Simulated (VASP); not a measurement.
# SbC30 (a cell with a defect) in VASP: further runs

The runs below take SbC30 (a cell with a defect) through single point, with PBE, r2SCAN.

Everything below comes from runs of VASP 6.6.1. Logs are shortened: lines on timing, memory, paths and dates and some standing lists are left out, and cuts for length are marked.

### 1 The cell of the first run

The cell holds a defect, 31 atoms: a = 6.186 Å, b = 6.186 Å, c = 6.186 Å, α = 109.47°, β = 109.47°, γ = 109.47°.

### 2 Single point, PBE, collinear spin

Contents of INCAR:

```
  PREC = Accurate
  ENCUT = 520
  EDIFF = 1E-6
  ISMEAR = -1
  SIGMA = 0.01
  LREAL = Auto
  LASPH = True
  NELM = 200
  ALGO = Normal
  ISIF = 2
  LWAVE = False
  LCHARG = True
  ISPIN = 2
  MAGMOM = 0 0 0.01 0.01 0.01 0.01 0.01 0.06 0.01 0.01 0.06 0.01 0 0.01 0.05 0 0.01 0.05 0.01 0.01 0.06 0.06 0.01 0.01 0.01 0.01 0 0 0.01 0.01 0.01
  LORBIT = 11
  NUPDOWN = 1.0
  GGA = PE
  LELF = True
  LVHAR = True
  NBANDS = 88
  GGA_COMPAT = False
```

Contents of KPOINTS:

```
regular mesh
0
Gamma
  1 1 1
```

Contents of POSCAR:

```
SbC30
1.0
   -3.5716218665      3.5716218665      3.5716218665
    3.5716218665     -3.5716218665      3.5716218665
    3.5716218665      3.5716218665     -3.5716218665
C Sb
30 1
Direct
    0.0038677760      0.0056392497      0.0049554813
    0.0038459182      0.2556946622      0.7549031587
   -0.0005206861      0.5035253811      0.5080461944
   -0.0011632980      0.7584121612      0.2525920520
    0.2547517668      0.0069238247      0.7561049355
    0.2514523799      0.2510389207      0.5076799763
    0.2516805493      0.7587645581      0.0009650362
    0.4986704220      0.0277853214      0.4998232740
    0.5069245715      0.2515814309      0.2528822572
    0.5065804706      0.5034084206      0.0001995862
    0.4984339965      0.7508021591      0.7770619133
    0.7549618887      0.0067778517      0.2560738583
    0.7538574849      0.2559559889      0.0052273446
    0.7548925947      0.5067919860      0.7561255828
    0.7753754758      0.7501601069      0.4996905004
    0.0032773019      0.0050056600      0.7542789765
    0.0022416470      0.2541133465      0.5034600862
   -0.0182103062      0.5105567104      0.2600809005
    0.0021832909      0.7541857597      0.0034731477
    0.2505745163      0.0100532519      0.5068348902
    0.2587005969      0.2331926192      0.2594207252
    0.2584707709      0.5104198480     -0.0175069251
    0.2502322960      0.7573570982      0.7586894592
    0.5054593307      0.0093062676      0.2514942157
    0.5024012456      0.2541428171      0.0033180576
    0.5056838077      0.5025774488      0.7592354510
    0.7532590958      0.0052697930      0.0045972394
    0.7532743639      0.2553358108      0.7545279281
    0.7576768830      0.5022082936      0.5067189173
    0.7583162934      0.7576553150      0.2518408708
    0.3785775865      0.6304970124      0.3797741177
```

Potentials or basis: VASP PAW PBE potentials, release 64 (C, Sb).

Started as:

```
cat potpaw_PBE.64/C/POTCAR potpaw_PBE.64/Sb/POTCAR > POTCAR
mpirun -np 1 vasp_gam > vasp.out
```

OUTCAR:

```text
PREC = Accurate
   ENCUT = 520
   EDIFF = 1E-6
   ISMEAR = -1
   LREAL = Auto
   LASPH = True
   NELM = 200
   ISIF = 2
   ISPIN = 2
   LORBIT = 11
   NUPDOWN = 1.0
   GGA = PE

 ion  position               nearest neighbor table
   1  0.004  0.006  0.005-  21 1.53  16 1.55  27 1.55  19 1.55
   2  0.004  0.256  0.755-  22 1.53  16 1.55  28 1.55  17 1.55
   3  0.999  0.504  0.508-  29 1.49  18 1.52  17 1.54  23 1.56  31 2.68
   4  0.999  0.758  0.253-  30 1.48  18 1.52  19 1.54  20 1.56  31 2.68
   5  0.255  0.007  0.756-  25 1.53  23 1.54  20 1.54  16 1.55
   6  0.251  0.251  0.508-  20 1.49  21 1.52  17 1.54  26 1.56  31 2.68
   7  0.252  0.759  0.001-  23 1.49  22 1.52  19 1.54  24 1.56  31 2.68
   8  0.499  0.028  0.500-  24 1.52  20 1.52  28 1.53  31 2.08
   9  0.507  0.252  0.253-  24 1.49  21 1.52  25 1.54  29 1.56  31 2.68
  10  0.507  0.503  0.000-  26 1.49  22 1.52  25 1.54  30 1.56  31 2.68
  11  0.498  0.751  0.777-  23 1.52  26 1.52  27 1.53  31 2.08
  12  0.755  0.007  0.256-  17 1.53  24 1.54  30 1.54  27 1.55
  13  0.754  0.256  0.005-  18 1.53  25 1.55  27 1.55  28 1.55
  14  0.755  0.507  0.756-  19 1.53  29 1.54  26 1.54  28 1.55
  15  0.775  0.750  0.500-  29 1.52  30 1.52  16 1.53  31 2.08
  16  0.003  0.005  0.754-  15 1.53   5 1.55   1 1.55   2 1.55
  17  0.002  0.254  0.503-  12 1.53   3 1.54   6 1.54   2 1.55
  18  0.982  0.511  0.260-   3 1.52   4 1.52  13 1.53  31 2.08
  19  0.002  0.754  0.003-  14 1.53   7 1.54   4 1.54   1 1.55
  20  0.251  0.010  0.507-   6 1.49   8 1.52   5 1.54   4 1.56  31 2.68
  21  0.259  0.233  0.259-   9 1.52   6 1.52   1 1.53  31 2.08
  22  0.258  0.510  0.982-   7 1.52  10 1.52   2 1.53  31 2.08
  23  0.250  0.757  0.759-   7 1.49  11 1.52   5 1.54   3 1.56  31 2.68
  24  0.505  0.009  0.251-   9 1.49   8 1.52  12 1.54   7 1.56  31 2.68
  25  0.502  0.254  0.003-   5 1.53   9 1.54  10 1.54  13 1.55
  26  0.506  0.503  0.759-  10 1.49  11 1.52  14 1.54   6 1.56  31 2.68
  27  0.753  0.005  0.005-  11 1.53  13 1.55   1 1.55  12 1.55
  28  0.753  0.255  0.755-   8 1.53  13 1.55   2 1.55  14 1.55
  29  0.758  0.502  0.507-   3 1.49  15 1.52  14 1.54   9 1.56  31 2.68
  30  0.758  0.758  0.252-   4 1.48  15 1.52  12 1.54  10 1.56  31 2.68
  31  0.379  0.630  0.380-  18 2.08  15 2.08  22 2.08  11 2.08   8 2.08  21 2.08   7 2.68  24 2.68
                            23 2.68   9 2.68   3 2.68  29 2.68   6 2.68  26 2.68  20 2.68  10 2.68

  LATTYP: Found a body centered cubic cell.
 ALAT       =     7.1432437330

  Lattice vectors:

 A1 = (  -3.5716218665,   3.5716218665,   3.5716218665)
 A2 = (   3.5716218665,  -3.5716218665,   3.5716218665)
 A3 = (   3.5716218665,   3.5716218665,  -3.5716218665)

Analysis of symmetry for initial positions (statically):
=====================================================================
 Subroutine PRICEL returns:
 Original cell was already a primitive cell.

 Routine SETGRP: Setting up the symmetry group for a
 body centered cubic supercell.

 Subroutine GETGRP returns: Found  1 space group operations
 (whereof  1 operations were pure point group operations)
 out of a pool of 48 trial point group operations.

The static configuration has the point symmetry C_1 .

Analysis of symmetry for dynamics (positions and initial velocities):
=====================================================================
 Subroutine PRICEL returns:
 Original cell was already a primitive cell.

 Routine SETGRP: Setting up the symmetry group for a
 body centered cubic supercell.

 Subroutine GETGRP returns: Found  1 space group operations
 (whereof  1 operations were pure point group operations)
 out of a pool of 48 trial point group operations.

The dynamic configuration has the point symmetry C_1 .

Analysis of structural, dynamic, and magnetic symmetry:
=====================================================================
 Subroutine PRICEL returns:
 Original cell was already a primitive cell.

 Routine SETGRP: Setting up the symmetry group for a
 body centered cubic supercell.

[... 45 lines left out ...]
  ---------------------------------------------------
  free energy    TOTEN  =      -262.18313545 eV

  energy without entropy =     -262.16952384  energy(sigma->0) =     -262.17632965

 E-fermi :  12.3496     XC(G=0): -13.2829

 val. band max:       12.3464570457   @ k =   0.0000   0.0000   0.0000
 cond. band min:      12.3528388423   @ k =   0.0000   0.0000   0.0000
 fundamental gap:      0.0063817966
 Fermi energy:        12.3855311860

 spin component 1

 k-point     1 :       0.0000    0.0000    0.0000
  band No.  band energies     occupation
      1     -11.0729      1.00000
      2      -7.0744      1.00000
      3      -6.9572      1.00000
      4      -6.9323      1.00000
      5      -6.8265      1.00000
      6      -6.8256      1.00000
[... 66 lines left out ...]
     73      16.9414      0.00000
     74      17.9827      0.00000
 Fermi energy:        12.3496479440

 spin component 2

 k-point     1 :       0.0000    0.0000    0.0000
  band No.  band energies     occupation
      1     -11.0298      1.00000
      2      -7.0309      1.00000
      3      -6.8899      1.00000
      4      -6.8740      1.00000
      5      -6.7935      1.00000
      6      -6.7913      1.00000
[... 66 lines left out ...]
     73      17.0438      0.00000
     74      17.9990      0.00000
 [bands above 74 left out]

------------------------ aborting loop because EDIFF is reached ----------------------------------------

  FORCE on cell =-STRESS in cart. coord.  units (eV):
  Direction    XX          YY          ZZ          XY          YZ          ZX
  --------------------------------------------------------------------------------------
  -------------------------------------------------------------------------------------
  Total       34.0226001     33.3281058     33.3677812    -15.4333075    -15.2068675    -15.4310444
  in kB      299.1036218    292.9980995    293.3468987   -135.6791708   -133.6884644   -135.6592755
  external PRESSURE =     295.1495400 kB  Pullay stress =       0.0000000 kB

 VOLUME and BASIS-vectors are now :
 -----------------------------------------------------------------------------
  energy-cutoff  :      520.00
  volume of cell :      182.25
      direct lattice vectors                 reciprocal lattice vectors
    -3.571621867  3.571621867  3.571621867     0.000000000  0.139992423  0.139992423
     3.571621867 -3.571621867  3.571621867     0.139992423  0.000000000  0.139992423
     3.571621867  3.571621867 -3.571621867     0.139992423  0.139992423  0.000000000

 POSITION                                       TOTAL-FORCE (eV/Angst)
 -----------------------------------------------------------------------------------
      0.02403      0.01137      0.01626         0.155328     -0.061621      0.128447
      3.59574      1.79672     -1.76925         0.170723      0.116157     -0.059292
      0.04319      3.58591      3.55362        -0.152130      0.291593      0.257368
      0.04346      1.76087      5.37407        -0.181637      0.424923      0.434073
      1.81537      3.58567     -1.76591        -0.172481      0.176651      0.170619
      1.81176      1.81472     -0.01853         0.456553     -0.249228      0.482195
[... 23 lines left out ...]
      0.89712      0.90184      4.51500         0.181025     -0.435092     -0.428813
      2.25617      0.45665      2.24762        -0.008255     -0.006613     -0.007404
 -----------------------------------------------------------------------------------
    total drift:                                0.105099      0.074327      0.096418

  FREE ENERGIE OF THE ION-ELECTRON SYSTEM (eV)
  ---------------------------------------------------
  free  energy   TOTEN  =      -262.1831354457 eV

  energy  without entropy=     -262.1695238444  energy(sigma->0) =     -262.17632965

 total charge

# of ion       s       p       d       tot
------------------------------------------
    1        0.818   1.750   0.000   2.568
    2        0.818   1.750   0.000   2.568
    3        0.830   1.791   0.000   2.621
    4        0.830   1.791   0.000   2.621
    5        0.828   1.767   0.000   2.595
    6        0.831   1.788   0.000   2.619
[... 23 lines left out ...]
   30        0.830   1.791   0.000   2.621
   31        1.061   1.452   0.297   2.810
--------------------------------------------------
tot         25.872  54.869   0.297  81.038

 magnetization (x)

# of ion       s       p       d       tot
------------------------------------------
    1       -0.000   0.004   0.000   0.004
    2       -0.000   0.004   0.000   0.004
    3        0.000   0.013   0.000   0.014
    4        0.000   0.013   0.000   0.014
    5        0.001   0.015   0.000   0.016
    6        0.000   0.016   0.000   0.016
[... 23 lines left out ...]
   30        0.000   0.013   0.000   0.014
   31       -0.007  -0.019   0.047   0.022
--------------------------------------------------
tot          0.030   0.662   0.047   0.738
```

Run time: 51 s. Hardware: 1 thread of Intel Xeon 6975P-C (Granite Rapids), shared host; peak memory 0.39 GiB.

Results:

```yaml
Free_energy: -262.1831 eV
Pressure: 29.5 GPa
Largest_force: 0.714 eV/Å
Net_moment: 1.00 μB per cell
Site_moments: C +0.00, +0.01, +0.02, +0.07, +0.06 (each value once); Sb +0.02 μB
Valence_electrons_inside_the_program's_atomic_spheres: C 2.57, 2.62, 2.60, 2.63, 2.64 (each value once); Sb 2.81
```

Forces on the atoms (eV/Å):
```
C    0.155 -0.062  0.128
C    0.171  0.116 -0.059
C   -0.152  0.292  0.257
C   -0.182  0.425  0.434
C   -0.172  0.177  0.171
C    0.457 -0.249  0.482
C    0.314  0.313 -0.221
C   -0.084 -0.122 -0.187
C    0.350 -0.204  0.257
C    0.523  0.400 -0.236
C   -0.146 -0.123 -0.123
C    0.201  0.157 -0.251
C   -0.025  0.134  0.118
C    0.201 -0.253  0.161
C   -0.078 -0.188 -0.119
C    0.032 -0.111 -0.127
C   -0.195 -0.159  0.258
C    0.068  0.121  0.186
C   -0.197  0.252 -0.156
C   -0.527  0.232 -0.402
C    0.149  0.121  0.119
C    0.082  0.180  0.123
C   -0.356 -0.258  0.202
C   -0.320  0.215 -0.314
C    0.180 -0.168 -0.173
C   -0.463 -0.485  0.247
C   -0.148 -0.122  0.069
C   -0.163  0.070 -0.113
C    0.153 -0.261 -0.294
C    0.181 -0.435 -0.429
Sb  -0.008 -0.007 -0.007
```

Stress tensor (GPa, compression positive):
```
 29.91 -13.57 -13.57
-13.57  29.30 -13.37
-13.57 -13.37  29.33
```

Caveat: the k points lie up to 1.24 Å⁻¹ apart, too coarse for converged energies, forces and pressures; spin-orbit coupling is left out, which moves the levels of the heavy elements; the total moment is fixed, so each spin has its own Fermi level and the state may be an excited one.

(Part 1 of 2 ends here.)
